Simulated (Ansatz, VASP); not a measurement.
## One calculation of Ge, two programs

The input INCAR:

```
SYSTEM = Ge
ALGO = Normal
EDIFF = 1E-6
ENCUT = 520
GGA = PS
ISIF = 2
ISMEAR = -1
LASPH = .TRUE.
LCHARG = .FALSE.
LREAL = .FALSE.
LWAVE = .FALSE.
NBANDS = 36
NELM = 80
PREC = Accurate
SIGMA = 0.05
```

Contents of KPOINTS:

```
k-points
0
G
  11 11 6
  0 0 0
```

POSCAR

```
Ge
1.0
    3.9159795603      0.0000000000      0.0000000000
   -1.9579897802      3.3913377800      0.0000000000
    0.0000000000      0.0000000000      6.4646589660
Ge
4
Direct
    0.6666666667      0.3333333333      0.0629012500
    0.3333333333      0.6666666667      0.5629012500
    0.6666666667      0.3333333333      0.4370987500
    0.3333333333      0.6666666667      0.9370987500
```

Input for Ansatz:

```yaml
crystal:
  lattice:
    - [3.9159795603, 0.0, 0.0]
    - [-1.9579897802, 3.39133778, 0.0]
    - [0.0, 0.0, 6.464658966]
  atoms:
    - { symbol: Ge, position: [0.6666666667, 0.3333333333, 0.06290125] }
    - { symbol: Ge, position: [0.3333333333, 0.6666666667, 0.56290125] }
    - { symbol: Ge, position: [0.6666666667, 0.3333333333, 0.43709875] }
    - { symbol: Ge, position: [0.3333333333, 0.6666666667, 0.93709875] }
kpoints:
  mp_grid: { grid: [11, 11, 6] }
  band_path:
    path:
      - [0.0, 0.0, 0.0]
      - [0.5, 0.0, 0.0]
      - [0.3333333333, 0.3333333333, 0.0]
      - [0.0, 0.0, 0.0]
      - [0.0, 0.0, 0.5]
      - [0.5, 0.0, 0.5]
      - [0.3333333333, 0.3333333333, 0.5]
      - [0.0, 0.0, 0.5]
      - [0.5, 0.0, 0.5]
    npoints: 5
scf:
  occupations: { method: fermi_dirac, width: 0.05 }
hamiltonian:
  xc: pbesol
  pseudopotentials: { kind: all_electron, lapw: { basis_error: 0.001 } }
output:
  forces: true
  stress: true
  eigenvalues: true
```

Change from the starting cell: volume scaled by 0.94.

Alike in both runs: task single point; functional PBEsol; k mesh 11 × 11 × 6; occupations fermi-dirac, width 0.05 eV; no spin polarisation.

|  | VASP | Ansatz |
| --- | --- | --- |
| version | VASP 6.6.1 | Ansatz 0.2.0 |
| potentials or method | VASP PAW PBE potentials, release 64 (Ge_d), cutoff 520 eV | all-electron LAPW, scalar-relativistic |

Ansatz gave:

| Property | Result |
| --- | --- |
| pressure (GPa) | 4.8 |
| rms of the force components (eV/Å) | 0.014 |

Problem. Which values does VASP return?

Solution. Pressure (GPa): 4.6; rms of the force components (eV/Å): 0.013.

VASP's potentials were made for PBE, not for PBEsol. Atom by atom the forces differ by 0.000 eV/Å (rms over components). Ansatz ran all-electron here, and VASP with PAW potentials.
